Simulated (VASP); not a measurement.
Input of a VASP 6.6.1 run:

File INCAR:

```
PREC = Accurate ; ENCUT = 520
EDIFF = 1E-6 ; ISMEAR = -1
SIGMA = 0.1 ; LREAL = Auto
LASPH = T ; NELM = 80
ALGO = Normal ; ISIF = 2
LWAVE = F ; LCHARG = F
GGA = PE ; IVDW = 12
NBANDS = 48
```

The input KPOINTS:

```
regular mesh
0
Gamma
  4 3 1
```

File POSCAR:

```
Be12N
1.0
    4.5800000000      0.0000000000      0.0000000000
    3.4350000000      5.9495950000      0.0000000000
    0.0000000000      0.0000000000     17.3826450000
Be N
24 2
Direct
   -0.1666666387      0.2222221849      0.0575285867
    0.3333333613      0.2222221849      0.0575285867
   -0.1666667227      0.5555556303      0.0575285867
    0.3333332773      0.5555556303      0.0575285867
   -0.1666666807      0.8888889076      0.0575285867
    0.3333333193      0.8888889076      0.0575285867
    0.0012725899     -0.0019675289      0.1621437359
    0.5006686111     -0.0028938104      0.1620995539
    0.0004681879      0.3311568266      0.1612434701
    0.5014838539      0.3303772778      0.1615120714
    0.0004158710      0.6655631182      0.1615603379
    0.5003180904      0.6658463307      0.1613865439
   -0.1736404696      0.2266987921      0.2642246908
    0.3293645177      0.2247934523      0.2638399967
   -0.1747033003      0.5588346770      0.2640742534
    0.3254980534      0.5550782868      0.2626499592
   -0.1647400142      0.8878227846      0.2653887829
    0.3300224158      0.8907564296      0.2654726021
   -0.0201054109      0.0114162393      0.3691315102
    0.4864254000      0.0072852018      0.3679385387
   -0.0115377942      0.3361109454      0.3674964886
    0.4845032969      0.3371231151      0.3688367334
   -0.0468794366      0.6714083900      0.3766068398
    0.4504922541      0.6739369655      0.3682093260
    0.4684301144      0.7452134137      0.5295311502
    0.2338524485      0.7374564151      0.5331932511
```

Potentials or basis: VASP PAW PBE potentials, release 64 (Be, N).

Command:

```console
$ cat potpaw_PBE.64/Be/POTCAR potpaw_PBE.64/N/POTCAR > POTCAR
$ mpirun -np 1 vasp_std > vasp.out
```

**Question.** Predict the largest force.

**Answer.** 1.790 eV/Å.

**Question.** Estimate the dispersion energy per atom.

**Answer.** -0.238 eV.

**Question.** What does it give for the band gap on the k mesh?

**Answer.** Zero (band 29 reaches 0.21 eV, above the bottom of band 30 at -0.54 eV).

Forces in eV/Å, atoms in the order of the input:
```
Be  -0.028 -0.014 -0.002
Be  -0.020 -0.001 -0.008
Be   0.008  0.016 -0.009
Be  -0.029  0.002  0.007
Be  -0.025  0.019  0.026
Be  -0.014  0.019  0.019
Be  -0.047 -0.006 -0.001
Be   0.000  0.012  0.006
Be  -0.010  0.026  0.060
Be  -0.030  0.011  0.002
Be  -0.073 -0.015  0.046
Be  -0.055 -0.015  0.050
Be  -0.100 -0.010 -0.025
Be  -0.082  0.014 -0.003
Be  -0.105  0.040  0.083
Be  -0.101  0.073  0.151
Be  -0.128  0.065 -0.029
Be  -0.070  0.099 -0.114
Be  -0.090 -0.185 -0.121
Be  -0.139 -0.085  0.021
Be  -0.120  0.039  0.067
Be  -0.058  0.045 -0.053
Be   0.616 -0.028 -0.607
Be   0.684 -0.115 -0.183
N    1.765  0.074  0.245
N   -1.749 -0.082  0.371
```

Caveat: the k points lie up to 0.40 Å⁻¹ apart; the standard files for N, O and F lose accuracy on very short bonds.
